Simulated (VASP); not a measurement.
Set up this calculation in VASP 6.6.1, as the native input.

```yaml
Task: single point
Functional: PBE
Dispersion: D3(BJ)
Potentials_or_basis: VASP PAW PBE potentials, release 64 (Zn, S)
Cutoff: 520 eV
k_mesh: 6 × 6 × 4
Occupations: gaussian, width 0.01 eV
Spin: no spin polarisation
Dipole_correction: no
Further_INCAR_settings: ALGO = Normal; EDIFF = 1e-06; NBANDS = 26
```

The structure of ZnS lies in POSCAR:

```
ZnS
1.0
    3.8110000000      0.0000000000      0.0000000000
   -1.9055000000      3.3004230000      0.0000000000
    0.0000000000      0.0000000000      6.2340000000
Zn S
2 2
Direct
    0.3398932913      0.6666666667      0.0000000000
    0.6666666667      0.3333333333      0.5000000000
    0.3333333333      0.6666666667      0.3850000000
    0.6666666667      0.3333333333      0.8850000000
```

These files were run (other wordings do the same):

INCAR

```
ALGO = Normal
EDIFF = 1E-6
ENCUT = 520
GGA = PE
ISIF = 2
ISMEAR = 0
IVDW = 12
LASPH = True
LCHARG = False
LREAL = False
LWAVE = False
NBANDS = 26
NELM = 80
PREC = Accurate
SIGMA = 0.01
```

KPOINTS

```
k-points
0
Gamma
  6 6 4
```

Potentials or basis: VASP PAW PBE potentials, release 64 (Zn, S).

Run with:

```sh
$ cat potpaw_PBE.64/Zn/POTCAR potpaw_PBE.64/S/POTCAR > POTCAR
$ mpirun -np 1 vasp_std > vasp.out
```

Results of the run:

The pressure is -0.2 GPa. The largest force is 0.372 eV/Å and the band gap on the k mesh is 2.25 eV. The dispersion energy per atom is -0.310 eV.

Caveat: three body term missing.

Wall time 4.1 min on 1 thread of Intel Xeon 8259CL, on a shared host, peak memory 0.25 GiB.
